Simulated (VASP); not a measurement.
# Nd (Fm-3m) in VASP: single point with LDA

Aim: the single point of Nd with LDA.

Everything below comes from runs of VASP 6.6.1. Logs are shortened: lines on timing, memory, paths and dates and some standing lists are left out, and cuts for length are marked.

**1. The cell of the first run**

Symmetry: Fm-3m, No. 225, cubic system. The conventional cell has a = 4.288 Å, b = 4.288 Å, c = 4.288 Å, α = 90.00°, β = 90.00°, γ = 90.00°. Nd (site symmetry m-3m) has 12 Nd at 3.03 Å within 4.0 Å.

**2. Single point, LDA**

File INCAR:

```
PREC     = Accurate       # precision mode
ENCUT    = 520            # plane-wave cutoff, eV
EDIFF    = 1E-7           # SCF threshold, eV
ISMEAR   = -1             # smearing method
SIGMA    = 0.13605693000000002 # smearing width, eV
LREAL    = F              # projectors in reciprocal space
LASPH    = T              # aspherical terms in the spheres
NELM     = 80             # most SCF steps
ALGO     = Normal         # electronic algorithm
ISIF     = 2              # what is computed and relaxed
LWAVE    = F              # write WAVECAR
LCHARG   = F              # write CHGCAR
GGA      = CA             # functional
NBANDS   = 13             # bands
```

File KPOINTS:

```
Automatic mesh
0
Gamma
  13 13 13
```

File POSCAR:

```
Nd
1.0
    0.0000000000      2.1441158742      2.1441158742
    2.1441158742      0.0000000000      2.1441158742
    2.1441158742      2.1441158742      0.0000000000
Nd
1
Direct
    0.0000000000      0.0000000000      0.0000000000
```

Potentials or basis: VASP PAW PBE potentials, release 64 (Nd).

Launch:

```console
cat potpaw_PBE.64/Nd/POTCAR > POTCAR
mpirun -np 1 vasp_std > vasp.out
```

OUTCAR:

```text
PREC = Accurate
   ENCUT = 520
   EDIFF = 1E-7
   ISMEAR = -1
   LREAL = F
   LASPH = T
   NELM = 80
   ISIF = 2
   GGA = CA

 ion  position               nearest neighbor table
   1  0.000  0.000  0.000-

  LATTYP: Found a face centered cubic cell.
 ALAT       =     4.2882317484

  Lattice vectors:

 A1 = (   0.0000000000,   2.1441158742,   2.1441158742)
 A2 = (   2.1441158742,   0.0000000000,   2.1441158742)
 A3 = (   2.1441158742,   2.1441158742,   0.0000000000)

Analysis of symmetry for initial positions (statically):
[... 5 lines left out ...]
 face centered cubic supercell.

 Subroutine GETGRP returns: Found 48 space group operations
 (whereof 48 operations were pure point group operations)
 out of a pool of 48 trial point group operations.

The static configuration has the point symmetry O_h .

Analysis of symmetry for dynamics (positions and initial velocities):
[... 5 lines left out ...]
 face centered cubic supercell.

 Subroutine GETGRP returns: Found 48 space group operations
 (whereof 48 operations were pure point group operations)
 out of a pool of 48 trial point group operations.

The dynamic configuration has the point symmetry O_h .

 Subroutine INISYM returns: Found 48 space group operations
 (whereof 48 operations are pure point group operations),
 and found     1 'primitive' translations

----------------------------------------------------------------------------------------

                                     Primitive cell

  volume of cell :      19.7140

  direct lattice vectors                    reciprocal lattice vectors
     0.000000000  2.144115874  2.144115874    -0.233196352  0.233196352  0.233196352
     2.144115874  0.000000000  2.144115874     0.233196352 -0.233196352  0.233196352
     2.144115874  2.144115874  0.000000000     0.233196352  0.233196352 -0.233196352

  length of vectors
     3.032237749  3.032237749  3.032237749     0.403907930  0.403907930  0.403907930

  position of ions in fractional coordinates (direct lattice)
     0.000000000  0.000000000  0.000000000

  ion indices of the primitive-cell ions
   primitive index   ion index
                 1           1

----------------------------------------------------------------------------------------

 KPOINTS: Automatic mesh

Automatic generation of k-mesh.
 Grid dimensions read from file:
 generate k-points for:   13   13   13

 Generating k-lattice:

  Cartesian coordinates                     Fractional coordinates (reciprocal lattice)
    -0.017938181  0.017938181  0.017938181     0.076923077  0.000000000  0.000000000
     0.017938181 -0.017938181  0.017938181     0.000000000  0.076923077  0.000000000
     0.017938181  0.017938181 -0.017938181     0.000000000  0.000000000  0.076923077

  Length of vectors
     0.031069841  0.031069841  0.031069841

  Shift w.r.t. Gamma in fractional coordinates (k-lattice)
     0.000000000  0.000000000  0.000000000

 Subroutine IBZKPT returns following result:
 ===========================================

 Found     84 irreducible k-points:

 Following reciprocal coordinates:
            Coordinates               Weight
  0.000000  0.000000  0.000000      1.000000
  0.076923  0.000000  0.000000      8.000000
  0.153846  0.000000  0.000000      8.000000
  0.230769  0.000000  0.000000      8.000000
  0.307692  0.000000  0.000000      8.000000
  0.384615  0.000000  0.000000      8.000000
[... 16 lines left out ...]
  0.384615  0.153846  0.000000     24.000000
  0.461538  0.153846  0.000000     24.000000
 [... further k-points ...]
   k-points           NKPTS =     84   k-points in BZ     NKDIM =     84   number of bands    NBANDS=     13
   number of dos      NEDOS =    301   number of ions     NIONS =      1
   total plane-waves  NPLWV =  13824
   dimension x,y,z NGX =    24 NGY =   24 NGZ =   24
   dimension x,y,z NGXF=    48 NGYF=   48 NGZF=   48
   ions per type =               1
   NGX,Y,Z   is equivalent  to a cutoff of  13.16, 13.16, 13.16 a.u.
   NGXF,Y,Z  is equivalent  to a cutoff of  26.32, 26.32, 26.32 a.u.
 SYSTEM =  unknown system
   PREC   = accura    normal or accurate (medium, high low for compatibility)
   ISTART =      0    job   : 0-new  1-cont  2-samecut
   ICHARG =      2    charge: 1-file 2-atom 10-const
   ISPIN  =      1    spin polarized calculation?
   LNONCOLLINEAR =      F non collinear calculations
   LSORBIT =      F    spin-orbit coupling
   LASPH  =      T    aspherical Exc in radial PAW
   ENCUT  =  520.0 eV  38.22 Ry    6.18 a.u.   5.64  5.64  5.64*2*pi/ulx,y,z
   NELM   =     80;   NELMIN=  2; NELMDL= -5     # of ELM steps
   EDIFF  = 0.1E-06   stopping-criterion for ELM
   LREAL  =      F    real-space projection
   EDIFFG = 0.1E-05   stopping-criterion for IOM
   NSW    =      0    number of steps for IOM
   IBRION =     -1    ionic relax: 0-MD 1-quasi-New 2-CG
   NFREE  =      0    steps in history (QN), initial steepest desc. (CG)
   ISIF   =      2    stress and relaxation
   ISYM   =      2    0-nonsym 1-usesym 2-fastsym
   POTIM  = 0.5000    time-step for ionic-motion
   TEBEG  =    0.0;   TEEND  =   0.0 temperature during run
   PSTRESS=    0.0 pullay stress
   NELECT =      14.0000    total number of electrons
   NUPDOWN=      -1.0000    fix difference up-down
   EMIN   =  10.00;   EMAX   =-10.00  energy-range for DOS
   EFERMI =   0.00;   METHOD = LEGACY
   ISMEAR =    -1;   SIGMA  =   0.14  broadening in eV -4-tet -1-fermi 0-gaus
   EFERMI_NEDOS =   21; number of points for ismear=-14 and -15
   IALGO  =     38    algorithm
   IMIX   =      4    mixing-type and parameters
     AMIX     =   0.40;   BMIX     =  1.00
     AMIX_MAG =   1.60;   BMIX_MAG =  1.00
  volume/ion in A,a.u.               =      19.71       133.04
  Fermi-wavevector in a.u.,A,eV,Ry     =   1.460582  2.760100 29.025303  2.133300
  Thomas-Fermi vector in A             =   2.577014
   LORBIT       =      0    0 simple, 1 ext, 2 COOP (PROOUT), +10 PAW based schemes
   GGA     = CA    functional components
   LHFCALC =     F    Hartree Fock is set to
   AEXX    =    0.0000 exact exchange contribution
   IVDW    =     0    specifies the selected vdW correction
   LEPSILON=     F    determine dielectric tensor
   LRPA    =     F    only Hartree local field effects (RPA)
 non-spin polarized calculation
  energy-cutoff  :      520.00
  volume of cell :       19.71
 maximum number of plane-waves:       540
   NGX = 11   NGY = 11   NGZ = 11

 number of electron      14.0000000 magnetization

 Free energy of the ion-electron system (eV)
  ---------------------------------------------------
  ext. energy  EPLUGINS =         0.00000000
  ---------------------------------------------------
  free energy    TOTEN  =        -6.44793213 eV

  energy without entropy =       -5.95149325  energy(sigma->0) =       -6.19971269

 E-fermi :   8.8335     XC(G=0): -12.9809

 val. band max:        8.8319909830   @ k =  -0.4615   0.1538   0.0769
 cond. band min:       8.8353187558   @ k =  -0.3846   0.2308   0.0000
 fundamental gap:      0.0033277728
 Fermi energy:         8.8334981504

 k-point     1 :       0.0000    0.0000    0.0000
  band No.  band energies     occupation
      1     -28.5915      2.00000
      2      -7.0422      2.00000
      3      -7.0422      2.00000
      4      -7.0422      2.00000
      5       6.5019      2.00000
      6       8.0447      1.99395
      7       8.7956      1.13855
      8       8.7956      1.13855
      9       8.7956      1.13855
     10       9.7261      0.00283
     11       9.7261      0.00283
     12       9.7261      0.00283
     13      10.9841      0.00000

 k-point     2 :       0.0769    0.0000    0.0000
  band No.  band energies     occupation
      1     -28.5387      2.00000
      2      -7.3959      2.00000
      3      -7.0800      2.00000
      4      -7.0800      2.00000
      5       6.8732      2.00000
      6       7.9816      1.99619
      7       8.7671      1.23934
      8       8.8100      1.08620
      9       8.8100      1.08620
     10       9.5791      0.00830
     11       9.5791      0.00830
     12       9.7278      0.00279
     13      10.9868      0.00000

 k-point     3 :       0.1538    0.0000    0.0000
  band No.  band energies     occupation
      1     -28.3886      2.00000
      2      -8.2965      2.00000
      3      -7.1829      2.00000
      4      -7.1829      2.00000
      5       7.4004      1.99995
      6       8.1554      1.98640
      7       8.6889      1.48637
      8       8.8528      0.92903
      9       8.8528      0.92903
     10       9.3502      0.04388
     11       9.3502      0.04388
     12       9.7325      0.00270
     13      11.1476      0.00000

 k-point     4 :       0.2308    0.0000    0.0000
  band No.  band energies     occupation
      1     -28.1672      2.00000
      2      -9.4260      2.00000
      3      -7.3235      2.00000
      4      -7.3235      2.00000
      5       7.2016      1.99999
      6       8.5250      1.81231
      7       8.9145      0.71081
      8       8.9145      0.71081
      9       8.9151      0.70891
     10       9.1971      0.12925
     11       9.1971      0.12925
     12       9.7391      0.00257
     13      11.8487      0.00000

 k-point     5 :       0.3077    0.0000    0.0000
  band No.  band energies     occupation
      1     -27.9178      2.00000
      2     -10.5077      2.00000
      3      -7.4675      2.00000
      4      -7.4675      2.00000
      5       6.9089      2.00000
      6       8.3773      1.93239
      7       8.9379      0.63407
      8       8.9379      0.63407
      9       9.1936      0.13241
     10       9.1936      0.13241
     11       9.2327      0.10097
     12       9.7461      0.00244
     13      11.4577      0.00000

 k-point     6 :       0.3846    0.0000    0.0000
  band No.  band energies     occupation
      1     -27.6983      2.00000
      2     -11.3434      2.00000
      3      -7.5831      2.00000
      4      -7.5831      2.00000
      5       6.6838      2.00000
      6       8.2351      1.97570
      7       8.9088      0.73026
      8       8.9088      0.73026
      9       9.3138      0.05692
     10       9.3375      0.04805
     11       9.3375      0.04805
     12       9.7520      0.00234
     13      10.9448      0.00000

 k-point     7 :       0.4615    0.0000    0.0000
  band No.  band energies     occupation
      1     -27.5685      2.00000
      2     -11.7975      2.00000
      3      -7.6469      2.00000
      4      -7.6469      2.00000
      5       6.5656      2.00000
      6       8.1495      1.98698
      7       8.8878      0.80289
      8       8.8878      0.80289
      9       9.3293      0.05094
     10       9.5047      0.01430
     11       9.5047      0.01430
     12       9.7553      0.00228
     13      10.5690      0.00001
[... 193 lines left out ...]
 k-point    20 :       0.1538    0.1538    0.0000
  band No.  band energies     occupation
      1     -28.3209      2.00000
      2      -8.2222      2.00000
      3      -7.4739      2.00000
      4      -7.4739      2.00000
      5       7.6244      1.99972
      6       8.0217      1.99489
      7       8.6869      1.49209
      8       8.9216      0.68719
      9       8.9216      0.68719
     10       9.3812      0.03507
     11       9.3812      0.03507
     12       9.5059      0.01418
     13      10.3102      0.00004

 k-point    21 :       0.2308    0.1538    0.0000
  band No.  band energies     occupation
      1     -28.1552      2.00000
      2      -8.9556      2.00000
      3      -7.6647      2.00000
      4      -7.6267      2.00000
      5       7.4480      1.99992
      6       8.0811      1.99210
      7       8.8577      0.91130
      8       8.9858      0.49216
      9       9.0712      0.29691
     10       9.2559      0.08585
     11       9.4157      0.02733
     12       9.4774      0.01746
     13      10.2459      0.00006

 k-point    22 :       0.3077    0.1538    0.0000
  band No.  band energies     occupation
      1     -27.9367      2.00000
      2      -9.8771      2.00000
      3      -7.8275      2.00000
      4      -7.8223      2.00000
      5       7.3080      1.99997
      6       8.1070      1.99045
      7       8.7645      1.24826
      8       9.0360      0.36834
      9       9.1620      0.16412
     10       9.1626      0.16352
     11       9.4844      0.01658
     12       9.5405      0.01101
     13      10.7097      0.00000

 k-point    23 :       0.3846    0.1538    0.0000
  band No.  band energies     occupation
      1     -27.7114      2.00000
      2     -10.7198      2.00000
      3      -8.0745      2.00000
      4      -7.9290      2.00000
      5       7.1940      1.99999
      6       8.1803      1.98369
      7       8.6803      1.51032
      8       8.9889      0.48385
      9       9.2135      0.11541
     10       9.2741      0.07549
     11       9.4528      0.02088
     12       9.4894      0.01600
     13      10.9232      0.00000

 k-point    24 :       0.4615    0.1538    0.0000
  band No.  band energies     occupation
      1     -27.5346      2.00000
      2     -11.3175      2.00000
      3      -8.3256      2.00000
      4      -7.9505      2.00000
      5       7.1715      1.99999
      6       8.1358      1.98822
      7       8.7347      1.34778
      8       8.9314      0.65507
      9       9.3018      0.06202
     10       9.3531      0.04295
     11       9.4345      0.02385
     12       9.4909      0.01581
     13      10.5646      0.00001

 [... further k-points ...]
[... 5 lines left out ...]
  --------------------------------------------------------------------------------------
  -------------------------------------------------------------------------------------
  Total        0.0076026      0.0076026      0.0076026      0.0000000      0.0000000     -0.0000000
  in kB        0.6178749      0.6178749      0.6178749      0.0000000      0.0000000     -0.0000000
  external PRESSURE =       0.6178749 kB  Pullay stress =       0.0000000 kB

 VOLUME and BASIS-vectors are now :
 -----------------------------------------------------------------------------
  energy-cutoff  :      520.00
  volume of cell :       19.71
      direct lattice vectors                 reciprocal lattice vectors
     0.000000000  2.144115874  2.144115874    -0.233196352  0.233196352  0.233196352
     2.144115874  0.000000000  2.144115874     0.233196352 -0.233196352  0.233196352
     2.144115874  2.144115874  0.000000000     0.233196352  0.233196352 -0.233196352

 POSITION                                       TOTAL-FORCE (eV/Angst)
 -----------------------------------------------------------------------------------
      0.00000      0.00000      0.00000        -0.000000      0.000000      0.000000
 -----------------------------------------------------------------------------------
    total drift:                               -0.000000      0.000000     -0.000000

  FREE ENERGIE OF THE ION-ELECTRON SYSTEM (eV)
  ---------------------------------------------------
  free  energy   TOTEN  =        -6.4479321269 eV

  energy  without entropy=       -5.9514932493  energy(sigma->0) =       -6.19971269
```

Run time: 22 s. Hardware: 1 thread of Intel Xeon Platinum 8375C at 2.90GHz (Ice Lake), shared host; peak memory 0.15 GiB.

Results:

| Property | Result |
| --- | --- |
| Free energy | -6.4479 eV |
| Pressure | 0.1 GPa |
| Band gap on the k mesh | zero (band 7 reaches 9.13 eV, above the bottom of band 8 at 8.72 eV) |

Caveat: the PAW data sets were made with another functional, which shifts forces and pressure a little; spin-orbit coupling is left out, which moves the levels of the heavy elements. Spin polarisation is off, so any magnetic state and its effect on volume and gap are missing.
